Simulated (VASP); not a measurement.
# Si2Mo in VASP: a series of runs, part 2 of 2

VASP 6.6.1.

**3. Relaxation of the atoms, PBEsol**

This run uses another cell than the first one, of 13.68 Å³/atom.

Input file INCAR:

```
SYSTEM = Si2Mo
PREC     = Accurate       ! precision mode
ENCUT    = 520            ! plane-wave cutoff, eV
EDIFF    = 1E-7           ! SCF threshold, eV
ISMEAR   = -1             ! smearing method
SIGMA    = 0.05           ! smearing width, eV
LREAL    = .False.        ! projectors in reciprocal space
LASPH    = .True.         ! aspherical terms in the spheres
NELM     = 100            ! most SCF steps
ALGO     = Normal         ! electronic algorithm
ISIF     = 2              ! what is computed and relaxed
LWAVE    = .False.        ! write WAVECAR
LCHARG   = .False.        ! write CHGCAR
GGA      = PS             ! functional
IBRION   = 2              ! ionic algorithm
NSW      = 60             ! ionic steps
EDIFFG   = -0.01          ! ionic threshold
```

Input file KPOINTS:

```
Automatic mesh
0
Gamma
  10 10 10
  0 0 0
```

Input file POSCAR:

```
Si2Mo
1.0
   -1.6000000000      1.6000000000      4.0091100000
    1.6000000000     -1.6000000000      4.0091100000
    1.6000000000      1.6000000000     -4.0091100000
Mo Si
1 2
Direct
    0.0000000000      0.0000000000      0.0000000000
    0.6670000000      0.6670000000      0.0000000000
    0.3330000000      0.3330000000      0.0000000000
```

Potentials or basis: VASP PAW PBE potentials, release 64 (Mo_sv, Si).

Command:

```bash
> cat potpaw_PBE.64/Mo_sv/POTCAR potpaw_PBE.64/Si/POTCAR > POTCAR
> mpirun -np 1 vasp_std > vasp.out
```

OUTCAR:

```text
SYSTEM = Si2Mo
   PREC = Accurate
   ENCUT = 520
   EDIFF = 1E-7
   ISMEAR = -1
   LREAL = .False.
   LASPH = .True.
   NELM = 100
   ISIF = 2
   GGA = PS
   IBRION = 2
   NSW = 60
   EDIFFG = -0.01

 ion  position               nearest neighbor table
   1  0.000  0.000  0.000-   2 2.63   2 2.63   2 2.63   3 2.63   2 2.63   3 2.63   3 2.63   3 2.63
                             2 2.67   3 2.67
   2  0.667  0.667  0.000-   3 2.63   3 2.63   3 2.63   3 2.63   1 2.63   1 2.63   1 2.63   1 2.63
                             1 2.67   3 2.68
   3  0.333  0.333  0.000-   2 2.63   2 2.63   2 2.63   2 2.63   1 2.63   1 2.63   1 2.63   1 2.63
                             1 2.67   2 2.68

  LATTYP: Found a body centered tetragonal cell.
 ALAT       =     3.2000000000
 C/A-ratio  =     2.5056937500

  Lattice vectors:

 A1 = (  -1.6000000000,   1.6000000000,   4.0091100000)
 A2 = (   1.6000000000,  -1.6000000000,   4.0091100000)
 A3 = (   1.6000000000,   1.6000000000,  -4.0091100000)

Analysis of symmetry for initial positions (statically):
=====================================================================
 Subroutine PRICEL returns:
 Original cell was already a primitive cell.

 Routine SETGRP: Setting up the symmetry group for a
 body centered tetragonal supercell.

 Subroutine GETGRP returns: Found 16 space group operations
 (whereof 16 operations were pure point group operations)
 out of a pool of 16 trial point group operations.

The static configuration has the point symmetry D_4h.

Analysis of symmetry for dynamics (positions and initial velocities):
=====================================================================
 Subroutine PRICEL returns:
 Original cell was already a primitive cell.

 Routine SETGRP: Setting up the symmetry group for a
 body centered tetragonal supercell.

 Subroutine GETGRP returns: Found 16 space group operations
 (whereof 16 operations were pure point group operations)
 out of a pool of 16 trial point group operations.

The dynamic configuration has the point symmetry D_4h.

 Subroutine INISYM returns: Found 16 space group operations
 (whereof 16 operations are pure point group operations),
 and found     1 'primitive' translations

----------------------------------------------------------------------------------------

                                     Primitive cell

  volume of cell :      41.0533

  direct lattice vectors                    reciprocal lattice vectors
    -1.600000000  1.600000000  4.009110000     0.000000000  0.312500000  0.124715959
     1.600000000 -1.600000000  4.009110000     0.312500000  0.000000000  0.124715959
     1.600000000  1.600000000 -4.009110000     0.312500000  0.312500000  0.000000000

  length of vectors
     4.603581540  4.603581540  4.603581540     0.336467414  0.336467414  0.441941738

  position of ions in fractional coordinates (direct lattice)
     0.000000000  0.000000000  0.000000000
     0.667000000  0.667000000  0.000000000
     0.333000000  0.333000000  0.000000000

  ion indices of the primitive-cell ions
   primitive index   ion index
                 1           1
                 2           2
                 3           3

[... 63 lines left out ...]
   ISTART =      0    job   : 0-new  1-cont  2-samecut
   ICHARG =      2    charge: 1-file 2-atom 10-const
   ISPIN  =      1    spin polarized calculation?
   LNONCOLLINEAR =      F non collinear calculations
   LSORBIT =      F    spin-orbit coupling
   LASPH  =      T    aspherical Exc in radial PAW
   ENCUT  =  520.0 eV  38.22 Ry    6.18 a.u.   8.56  8.56  8.56*2*pi/ulx,y,z
   NELM   =    100;   NELMIN=  2; NELMDL= -5     # of ELM steps
   EDIFF  = 0.1E-06   stopping-criterion for ELM
   LREAL  =      F    real-space projection
   EDIFFG = -.1E-01   stopping-criterion for IOM
   NSW    =     60    number of steps for IOM
   IBRION =      2    ionic relax: 0-MD 1-quasi-New 2-CG
   NFREE  =      1    steps in history (QN), initial steepest desc. (CG)
   ISIF   =      2    stress and relaxation
   ISYM   =      2    0-nonsym 1-usesym 2-fastsym
   POTIM  = 0.5000    time-step for ionic-motion
   TEBEG  =    0.0;   TEEND  =   0.0 temperature during run
   PSTRESS=    0.0 pullay stress
   NELECT =      22.0000    total number of electrons
   NUPDOWN=      -1.0000    fix difference up-down
   EMIN   =  10.00;   EMAX   =-10.00  energy-range for DOS
   EFERMI =   0.00;   METHOD = LEGACY
   ISMEAR =    -1;   SIGMA  =   0.05  broadening in eV -4-tet -1-fermi 0-gaus
   EFERMI_NEDOS =   21; number of points for ismear=-14 and -15
   IALGO  =     38    algorithm
   IMIX   =      4    mixing-type and parameters
     AMIX     =   0.40;   BMIX     =  1.00
     AMIX_MAG =   1.60;   BMIX_MAG =  1.00
  volume/ion in A,a.u.               =      13.68        92.35
  Fermi-wavevector in a.u.,A,eV,Ry     =   1.329739  2.512842 24.057901  1.768206
  Thomas-Fermi vector in A             =   2.458879
   LORBIT       =      0    0 simple, 1 ext, 2 COOP (PROOUT), +10 PAW based schemes
   GGA     = PS    functional components
   LHFCALC =     F    Hartree Fock is set to
   AEXX    =    0.0000 exact exchange contribution
   IVDW    =     0    specifies the selected vdW correction
   LEPSILON=     F    determine dielectric tensor
   LRPA    =     F    only Hartree local field effects (RPA)
 conjugate gradient relaxation of ions
 non-spin polarized calculation
  energy-cutoff  :      520.00
  volume of cell :       41.05
 maximum number of plane-waves:      1122
 NGX is ok and might be reduce to    36
   NGX = 17   NGY = 17   NGZ = 17

--------------------------------------- Ionic step        1  -------------------------------------------

 number of electron      22.0000001 magnetization

 Free energy of the ion-electron system (eV)
  ---------------------------------------------------
  ext. energy  EPLUGINS =         0.00000000
  ---------------------------------------------------
  free energy    TOTEN  =       -25.03040508 eV

  energy without entropy =      -25.02656011  energy(sigma->0) =      -25.02848260

------------------------ aborting loop because EDIFF is reached ----------------------------------------

  FORCE on cell =-STRESS in cart. coord.  units (eV):
  Direction    XX          YY          ZZ          XY          YZ          ZX
  --------------------------------------------------------------------------------------
  -------------------------------------------------------------------------------------
  Total       -0.9490198     -0.9490198     -3.2084327      0.0000000     -0.0000000      0.0000000
  in kB      -37.0371812    -37.0371812   -125.2147785      0.0000000     -0.0000000      0.0000000
  external PRESSURE =     -66.4297136 kB  Pullay stress =       0.0000000 kB
[... 61 lines left out ...]
--------------------------------------- Ionic step        3  -------------------------------------------

 number of electron      22.0000001 magnetization

 Free energy of the ion-electron system (eV)
  ---------------------------------------------------
  ext. energy  EPLUGINS =         0.00000000
  ---------------------------------------------------
  free energy    TOTEN  =       -25.03931540 eV

  energy without entropy =      -25.03614719  energy(sigma->0) =      -25.03773129

 E-fermi :  11.8973     XC(G=0): -12.4171

 val. band max:       11.8595440894   @ k =  -0.2000  -0.3000   0.2000
 cond. band min:      11.9068720384   @ k =  -0.4000   0.4000   0.4000
 fundamental gap:      0.0473279490
 Fermi energy:        11.8972896895

 k-point     1 :       0.0000    0.0000    0.0000
  band No.  band energies     occupation
      1     -48.7552      2.00000
      2     -22.9373      2.00000
      3     -22.8420      2.00000
      4     -22.8420      2.00000
      5      -1.3827      2.00000
      6       5.5446      2.00000
      7       8.1699      2.00000
      8       8.8421      2.00000
      9       9.4409      2.00000
     10       9.4409      2.00000
     11      12.3471      0.00025
     12      15.0861      0.00000
     13      15.1700      0.00000
     14      15.4595      0.00000
[... 401 lines left out ...]
      2     -23.0499      2.00000
      3     -22.9801      2.00000
      4     -22.9009      2.00000
      5       2.6401      2.00000
      6       3.7291      2.00000
      7       6.2776      2.00000
      8       8.0947      2.00000
      9       8.9530      2.00000
     10       9.6202      2.00000
     11      10.0050      2.00000
     12      12.3228      0.00040
     13      13.3409      0.00000
     14      15.0605      0.00000
     15      16.6848      0.00000

 [... further k-points ...]

------------------------ aborting loop because EDIFF is reached ----------------------------------------

  FORCE on cell =-STRESS in cart. coord.  units (eV):
  Direction    XX          YY          ZZ          XY          YZ          ZX
  --------------------------------------------------------------------------------------
  -------------------------------------------------------------------------------------
  Total       -0.8586911     -0.8586911     -3.0543409      0.0000000      0.0000000      0.0000000
  in kB      -33.5119424    -33.5119424   -119.2010707      0.0000000      0.0000000      0.0000000
  external PRESSURE =     -62.0749852 kB  Pullay stress =       0.0000000 kB
[... 18 lines left out ...]
  FREE ENERGIE OF THE ION-ELECTRON SYSTEM (eV)
  ---------------------------------------------------
  free  energy   TOTEN  =       -25.0393153965 eV

  energy  without entropy=      -25.0361471928  energy(sigma->0) =      -25.03773129

 reached required accuracy - stopping structural energy minimisation
```

Run time: 2.3 min. Hardware: 1 thread of Intel Xeon Platinum 8259CL at 2.50GHz (Skylake/Cascade Lake), shared host; peak memory 0.24 GiB.

Results:

| Item | Value |
| --- | --- |
| Free energy | -25.0393 eV |
| Energy gained by relaxing | 3.0 meV/atom |
| Ionic steps | 3 |
| Pressure after relaxing | -6.2 GPa |
| Band gap on the k mesh | zero (bands 11 and 12 overlap by 0.83 eV) |

The path:
| step | energy change (eV) | largest force (eV/Å) | pressure (GPa) |
| --- | --- | --- | --- |
| 1 | 0.0000 | 0.3699 | -6.64 |
| 2 | -0.0083 | 0.0952 | -6.33 |
| 3 | -0.0089 | 0.0005 | -6.21 |

Final structure:
```yaml
crystal:
  lattice:
    - [-1.60000, 1.60000, 4.00911]
    - [1.60000, -1.60000, 4.00911]
    - [1.60000, 1.60000, -4.00911]
  atoms:
    - { symbol: Mo, position: [0.00000, 0.00000, 0.00000] }
    - { symbol: Si, position: [0.66403, 0.66403, 0.00000] }
    - { symbol: Si, position: [0.33597, 0.33597, 0.00000] }
```

Caveat: the PAW data sets were made with another functional, which shifts forces and pressure a little.

**4. Single point, RPBE+D3(BJ)**

This run uses another cell than the first one, of 11.65 Å³/atom.

Input file INCAR:

```
SYSTEM = Si2Mo
  PREC = Accurate
  ENCUT = 520
  EDIFF = 1E-7
  ISMEAR = -1
  SIGMA = 0.05
  LREAL = .FALSE.
  LASPH = .TRUE.
  NELM = 60
  ALGO = Normal
  ISIF = 2
  LWAVE = .FALSE.
  LCHARG = .FALSE.
  GGA = RP
  IVDW = 12
  NBANDS = 18
```

Input file KPOINTS:

```
regular mesh
0
G
  12 12 12
  0 0 0
```

Input file POSCAR:

```
Si2Mo
1.0
   -1.5182922718      1.5182922718      3.7899088566
    1.5182922718     -1.5182922718      3.7899088566
    1.5182922718      1.5182922718     -3.7899088566
Mo Si
1 2
Direct
    0.0000000000      0.0000000000      0.0000000000
    0.6674218879      0.6674218879      0.0000000000
    0.3325781121      0.3325781121      0.0000000000
```

Command:

```bash
> cat potpaw_PBE.64/Mo_sv/POTCAR potpaw_PBE.64/Si/POTCAR > POTCAR
> mpirun -np 1 vasp_std > vasp.out
```

Run time: 2.3 min. Hardware: 1 thread of Intel Xeon 8259CL, shared host; peak memory 0.26 GiB.

Results (log left out):

```
Free energy                : -31.4226 eV
Pressure                   : -0.2 GPa
Largest force              : 0.015 eV/Å
Band gap on the k mesh     : zero (bands 11 and 12 overlap by 1.09 eV)
Dispersion energy per atom : -3.379 eV
```

Forces on the atoms (eV/Å):
```
Mo   0.000  0.000  0.000
Si   0.000  0.000  0.015
Si   0.000  0.000 -0.015
```

Levels at points of the mesh, in eV from the Fermi level:
```
           k point  band 8  band 9  band 10  band 11  band 12  band 13  band 14  band 15
(0.00, 0.00, 0.00)   -3.50   -3.04    -3.04     0.53     2.44     4.12     4.21     4.21
(0.50, 0.00, 0.00)   -4.92   -3.23    -2.90    -0.73     2.83     3.34     4.33     5.07
(0.50, 0.50, 0.00)   -5.23   -5.09    -3.84    -1.09     2.93     3.37     3.41     3.44
(0.50, 0.50, 0.50)   -2.82   -0.77    -0.77    -0.42    -0.42     0.70     4.92     5.79
```

Caveat: the dispersion term is far too large for a dense solid, which distorts pressure and volume; the PAW data sets were made with another functional, which shifts forces and pressure a little.

**5. Overview**

| task | level | cell | k mesh | cutoff (eV) | smearing | dipole correction | gap on the mesh (eV) | pressure (GPa) | largest force (eV/Å) |
| --- | --- | --- | --- | --- | --- | --- | --- | --- | --- |
| single point | PBE | a = 4.535 Å, angles 138.7, 138.7, 59.9°, 3 atoms, atomic positions A | 10 × 10 × 10 | 400 | gaussian 0.02 eV | - | none | 2.1 | 0.41 |
| relaxation of the atoms | PBEsol | atoms relaxed from a = 4.604 Å, angles 139.3, 139.3, 58.9°, 3 atoms, atomic positions B | 10 × 10 × 10 | 520 | fermi-dirac 0.05 eV | no | none | -6.2 | - |
| single point | RPBE+D3(BJ) | a = 4.356 Å, angles 139.2, 139.2, 59.1°, 3 atoms, atomic positions C | 12 × 12 × 12 | 520 | fermi-dirac 0.05 eV | no | none | -0.2 | 0.02 |

Alike in all rows: potentials or basis VASP PAW PBE potentials, release 64 (Mo_sv, Si); no spin polarisation.

Caveats: the PAW data sets were made with another functional, which shifts forces and pressure a little (at least some runs); the dispersion term is far too large for a dense solid, which distorts pressure and volume (at least some runs).

Absolute energies hang on the potentials; compare differences alone.

The gap in the log of VASP goes by the Fermi energy; the results here count the filled bands.